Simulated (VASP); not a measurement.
# Ir12O in VASP: single point with PBE+D3(BJ)

Aim: the single point of Ir12O with PBE+D3(BJ).

All numbers are computed with VASP 6.6.1; they aren't measurements. Logs are shortened: lines on timing, memory, paths and dates and some standing lists are left out, and cuts for length are marked.

## (1) The cell of the first run

The cell holds a slab with vacuum, 13 atoms: a = 5.431 Å, b = 5.431 Å, c = 21.001 Å, α = 90.00°, β = 90.00°, γ = 90.00°.

## (2) Single point, PBE+D3(BJ)

INCAR reads:

```
  PREC = Accurate
  ENCUT = 520
  EDIFF = 1E-6
  ISMEAR = 0
  SIGMA = 0.1
  LREAL = False
  LASPH = True
  NELM = 60
  ALGO = Normal
  ISIF = 2
  LWAVE = False
  LCHARG = False
  LDIPOL = True
  IDIPOL = 3
  DIPOL = 0.5 0.5 0.297
  GGA = PE
  IVDW = 12
  NBANDS = 69
```

KPOINTS reads:

```
Automatic mesh
0
Gamma
  5 5 1
```

POSCAR reads:

```
Ir12O
1.0
    5.4309029918      0.0000000000      0.0000000000
    0.0000000000      5.4309029918      0.0000000000
    0.0000000000      0.0000000000     21.0013955423
Ir O
12 1
Direct
    0.2500000000      0.2500000000      0.1904635333
    0.2500000000      0.7500000000      0.1904635333
    0.7500000000      0.2500000000      0.1904635333
    0.7500000000      0.7500000000      0.1904635333
    0.0000000000      0.0000000000      0.2785823619
    0.0000000000      0.5000000000      0.2785823619
    0.5000000000      0.0000000000      0.2785823619
    0.5000000000      0.5000000000      0.2785823619
    0.2500000000      0.2500000000      0.3667087517
    0.2500000000      0.7500000000      0.3667087517
    0.7500000000      0.2500000000      0.3667087517
    0.7500000000      0.7500000000      0.3667087517
    0.2500000000      0.5000000000      0.5238411667
```

Potentials or basis: VASP PAW PBE potentials, release 64 (Ir, O).

Launch:

```console
$ cat potpaw_PBE.64/Ir/POTCAR potpaw_PBE.64/O/POTCAR > POTCAR
$ mpirun -np 1 vasp_std > vasp.out
```

OUTCAR:

```text
PREC = Accurate
   ENCUT = 520
   EDIFF = 1E-6
   ISMEAR = 0
   LREAL = False
   LASPH = True
   NELM = 60
   ISIF = 2
   GGA = PE
   IVDW = 12
 IVDW          = 12

 ion  position               nearest neighbor table
   1  0.250  0.250  0.190-   5 2.67   6 2.67   7 2.67   8 2.67   2 2.72   3 2.72   2 2.72   3 2.72

   2  0.250  0.750  0.190-   5 2.67   6 2.67   7 2.67   8 2.67   1 2.72   4 2.72   1 2.72   4 2.72

   3  0.750  0.250  0.190-   5 2.67   6 2.67   7 2.67   8 2.67   1 2.72   4 2.72   4 2.72   1 2.72
[... 15 lines left out ...]
  11  0.750  0.250  0.367-   5 2.67   6 2.67   7 2.67   8 2.67   9 2.72  12 2.72  12 2.72   9 2.72

  12  0.750  0.750  0.367-   5 2.67   6 2.67   7 2.67   8 2.67  10 2.72  11 2.72  11 2.72  10 2.72

  13  0.250  0.500  0.524-

  LATTYP: Found a simple tetragonal cell.
 ALAT       =     5.4309029918
 C/A-ratio  =     3.8670172481

  Lattice vectors:

 A1 = (   5.4309029918,   0.0000000000,   0.0000000000)
 A2 = (   0.0000000000,   5.4309029918,   0.0000000000)
 A3 = (   0.0000000000,   0.0000000000,  21.0013955423)

Analysis of symmetry for initial positions (statically):
=====================================================================
 Subroutine PRICEL returns:
 Original cell was already a primitive cell.

 Routine SETGRP: Setting up the symmetry group for a
 simple tetragonal supercell.

 Subroutine GETGRP returns: Found  4 space group operations
 (whereof  2 operations were pure point group operations)
 out of a pool of 16 trial point group operations.

The static configuration has the point symmetry C_1h.
 The point group associated with its full space group is C_2v.

Analysis of symmetry for dynamics (positions and initial velocities):
=====================================================================
 Subroutine PRICEL returns:
 Original cell was already a primitive cell.

 Routine SETGRP: Setting up the symmetry group for a
 simple tetragonal supercell.

 Subroutine GETGRP returns: Found  4 space group operations
 (whereof  2 operations were pure point group operations)
 out of a pool of 16 trial point group operations.

The dynamic configuration has the point symmetry C_1h.
 The point group associated with its full space group is C_2v.

 Subroutine INISYM returns: Found  4 space group operations
 (whereof  2 operations are pure point group operations),
 and found     1 'primitive' translations

[... 121 lines left out ...]
  volume/ion in A,a.u.               =      47.65       321.55
  Fermi-wavevector in a.u.,A,eV,Ry     =   0.931206  1.759724 11.798215  0.867144
  Thomas-Fermi vector in A             =   2.057675
   LORBIT       =      0    0 simple, 1 ext, 2 COOP (PROOUT), +10 PAW based schemes
   GGA     = PE    functional components
   LHFCALC =     F    Hartree Fock is set to
   AEXX    =    0.0000 exact exchange contribution
   IVDW    =    12    specifies the selected vdW correction
   LEPSILON=     F    determine dielectric tensor
   LRPA    =     F    only Hartree local field effects (RPA)
 non-spin polarized calculation
 Gauss-broadening in eV      SIGMA  =   0.10
  energy-cutoff  :      520.00
  volume of cell :      619.43
 maximum number of plane-waves:     16712
   NGX = 21   NGY = 21   NGZ = 79

 dipolmoment           0.000000      0.000000     -0.009937 electrons x Angstroem

 number of electron     113.9999977 magnetization

 dipolmoment           0.000000      0.000000      0.461351 electrons x Angstroem

 Free energy of the ion-electron system (eV)
  ---------------------------------------------------
  ext. energy  EPLUGINS =         0.00000000
  ---------------------------------------------------
  free energy    TOTEN  =       -97.00640766 eV

  energy without entropy =      -96.87617626  energy(sigma->0) =      -96.94129196

 E-fermi :  -1.8642     XC(G=0):  -5.0910

 val. band max:       -1.8805750857   @ k =   0.0000   0.2000   0.0000
 cond. band min:      -1.8617036139   @ k =   0.4000   0.4000   0.0000
 fundamental gap:      0.0188714718
 Fermi energy:        -1.8641880385

 k-point     1 :       0.0000    0.0000    0.0000
  band No.  band energies     occupation
      1     -16.7699      2.00000
      2     -11.7563      2.00000
      3      -9.2596      2.00000
      4      -9.2590      2.00000
      5      -9.1929      2.00000
      6      -9.0338      2.00000
[... 637 lines left out ...]
     68      -0.8764      0.00000
     69      -0.8677      0.00000

------------------------ aborting loop because EDIFF is reached ----------------------------------------

 vacuum level on the upper side and lower side of the slab       (xc-potential included)         1.368        -1.393

 Edisp (eV)   -5.45890

 E8    (eV) :    -2.6660

  FORCE on cell =-STRESS in cart. coord.  units (eV):
  Direction    XX          YY          ZZ          XY          YZ          ZX
  --------------------------------------------------------------------------------------
  -------------------------------------------------------------------------------------
  Total     -10.70597   -10.97746    -4.20931     0.00000     0.00000     0.00000
  in kB     -27.69135   -28.39358   -10.88752     0.00000     0.00000     0.00000
  external pressure =      -22.32 kB  Pullay stress =        0.00 kB

 VOLUME and BASIS-vectors are now :
 -----------------------------------------------------------------------------
  energy-cutoff  :      520.00
  volume of cell :      619.43
      direct lattice vectors                 reciprocal lattice vectors
     5.430902992  0.000000000  0.000000000     0.184131442  0.000000000  0.000000000
     0.000000000  5.430902992  0.000000000     0.000000000  0.184131442  0.000000000
     0.000000000  0.000000000 21.001395542     0.000000000  0.000000000  0.047615883

 POSITION                                       TOTAL-FORCE (eV/Angst)
 -----------------------------------------------------------------------------------
      1.35773      1.35773      4.00000        -0.000000     -0.016051      0.029311
      1.35773      4.07318      4.00000        -0.000000      0.016051      0.029311
      4.07318      1.35773      4.00000        -0.000000      0.011225     -0.060078
      4.07318      4.07318      4.00000        -0.000000     -0.011225     -0.060078
      0.00000      0.00000      5.85062         0.096367      0.000000      0.081153
      0.00000      2.71545      5.85062         0.024374      0.000000     -0.056335
      2.71545      0.00000      5.85062        -0.096367      0.000000      0.081153
      2.71545      2.71545      5.85062        -0.024374      0.000000     -0.056335
      1.35773      1.35773      7.70140        -0.000000      0.083197      0.539015
      1.35773      4.07318      7.70140        -0.000000     -0.083197      0.539015
      4.07318      1.35773      7.70140        -0.000000      0.017349      0.112481
      4.07318      4.07318      7.70140        -0.000000     -0.017349      0.112481
      1.35773      2.71545     11.00140        -0.000000      0.000000     -1.291093
 -----------------------------------------------------------------------------------
    total drift:                                0.000000      0.000000      0.000734

  FREE ENERGIE OF THE ION-ELECTRON SYSTEM (eV)
  ---------------------------------------------------
  free  energy   TOTEN  =      -102.4653096072 eV

  energy  without entropy=     -102.3350782117  energy(sigma->0) =     -102.40019391

 vacuum level on the upper side and lower side of the slab         6.283         3.451
```

OSZICAR:

```text
N       E                     dE             d eps       ncg     rms          rms(c)
DAV:   1     0.107552703789E+04    0.10755E+04   -0.44488E+04  1242   0.138E+03
DAV:   2     0.420162919079E+02   -0.10335E+04   -0.95784E+03  1262   0.412E+02
DAV:   3    -0.986986150168E+02   -0.14071E+03   -0.13100E+03  1780   0.129E+02
DAV:   4    -0.110038186090E+03   -0.11340E+02   -0.10705E+02  1692   0.364E+01
[... 25 lines left out ...]
DAV:  30    -0.970064010602E+02   -0.18031E-04   -0.77261E-04  1281   0.223E-02    0.155E-01
DAV:  31    -0.970064237315E+02   -0.22671E-04   -0.29359E-05  1106   0.174E-02    0.113E-01
DAV:  32    -0.970064118732E+02    0.11858E-04   -0.88914E-05  1183   0.732E-03    0.704E-03
DAV:  33    -0.970064073339E+02    0.45393E-05   -0.71887E-06   933   0.704E-03    0.302E-02
DAV:  34    -0.970064076595E+02   -0.32559E-06   -0.31051E-06   734   0.262E-03
   1 F= -.10246531E+03 E0= -.10240019E+03  d E =-.130231E+00
```

Run time: 23 min. Hardware: 1 thread of Oxide Virtual Turin-like, shared host; peak memory 0.68 GiB.

What came out:

```
Free energy                : -102.4653 eV
Largest force              : 1.291 eV/Å
Band gap on the k mesh     : zero (bands 57 and 58 overlap by 0.97 eV)
Dispersion energy per atom : -0.420 eV
```

Forces in eV/Å, atoms in the order of the input:
```
Ir   0.000 -0.016  0.029
Ir   0.000  0.016  0.029
Ir   0.000  0.011 -0.060
Ir   0.000 -0.011 -0.060
Ir   0.096  0.000  0.081
Ir   0.024  0.000 -0.056
Ir  -0.096  0.000  0.081
Ir  -0.024  0.000 -0.056
Ir   0.000  0.083  0.539
Ir   0.000 -0.083  0.539
Ir   0.000  0.017  0.112
Ir   0.000 -0.017  0.112
O    0.000  0.000 -1.291
```

Caveat: spin-orbit coupling is left out, which moves the levels of the heavy elements.
